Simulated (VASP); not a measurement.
Set up this calculation in VASP 6.6.1, as the native input.

```
Task                   : single point
Functional             : PBE
Potentials or basis    : VASP PAW PBE potentials, release 64 (Hg, Te)
Cutoff                 : 520 eV
k mesh                 : 12 × 12 × 12
Occupations            : gaussian, width 0.1 eV
Spin                   : no spin polarisation
Dipole correction      : no
Further INCAR settings : ALGO = Normal; EDIFF = 1e-06; NBANDS = 16
```

The structure of HgTe lies in POSCAR:

```
HgTe
1.0
    0.0000000000      3.3247980880      3.3247980880
    3.3247980880      0.0000000000      3.3247980880
    3.3247980880      3.3247980880      0.0000000000
Hg Te
1 1
Direct
    0.0000000000      0.0000000000      0.0000000000
    0.7500000000      0.7500000000      0.7500000000
```

The input as run:

INCAR

```
  ALGO = Normal
  EDIFF = 1E-6
  ENCUT = 520
  GGA = PE
  ISIF = 2
  ISMEAR = 0
  LASPH = True
  LCHARG = True
  LELF = True
  LREAL = False
  LVHAR = True
  LWAVE = False
  NBANDS = 16
  NELM = 60
  PREC = Accurate
  SIGMA = 0.1
```

KPOINTS

```
k-points
0
Gamma
  12 12 12
```

Potentials or basis: VASP PAW PBE potentials, release 64 (Hg, Te).

Command:

```bash
$ cat potpaw_PBE.64/Hg/POTCAR potpaw_PBE.64/Te/POTCAR > POTCAR
$ mpirun -np 1 vasp_std > vasp.out
```

Results of the run:

The pressure is 0.1 GPa. The band gap on the k mesh is zero (filled and empty bands touch).

Caveat: spin-orbit coupling is left out, which moves the levels of the heavy elements.

It took 28 s on 1 thread of Intel(R) Xeon(R) 6975P-C (Granite Rapids) (shared host), peak memory 0.25 GiB.
